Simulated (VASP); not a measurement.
Pt, 1 atom in the cell. It takes space group I4/mmm (No. 139, tetragonal). Conventional cell: a = 2.915 Å, b = 2.915 Å, c = 3.295 Å, α = 90.00°, β = 90.00°, γ = 90.00°. Pt (site symmetry 4/mmm) has 14 Pt at 2.64 to 3.30 Å within 3.5 Å.  This cell differs from its parent crystal: strain -0.080 along x and y, +0.040 along z.

| Property | Result |
| --- | --- |
| Program | VASP 6.6.1 |
| Task | single point |
| Functional | PBE |
| Potentials or basis | VASP PAW PBE potentials, release 64 (Pt) |
| Cutoff | 520 eV |
| k mesh | 22 × 22 × 22 |
| Occupations | gaussian, width 0.15 eV |
| Spin | no spin polarisation |
| Dipole correction | no |
| Further INCAR settings | ALGO = Fast; EDIFF = 1e-07; NBANDS = 11 |

Potentials or basis: VASP PAW PBE potentials, release 64 (Pt).

The run is started by

```console
$ cat potpaw_PBE.64/Pt/POTCAR > POTCAR
$ mpirun -np 1 vasp_std > vasp.out
```

Hardware: 1 thread of Intel(R) Xeon(R) Platinum 8559C (Emerald Rapids) (shared host).

Task: Estimate the wall time of this run.

Result: It took 71 s on 1 thread of Intel(R) Xeon(R) Platinum 8559C (Emerald Rapids), on a shared host, peak memory 0.24 GiB. Counts: scf iterations 16, k points 834.
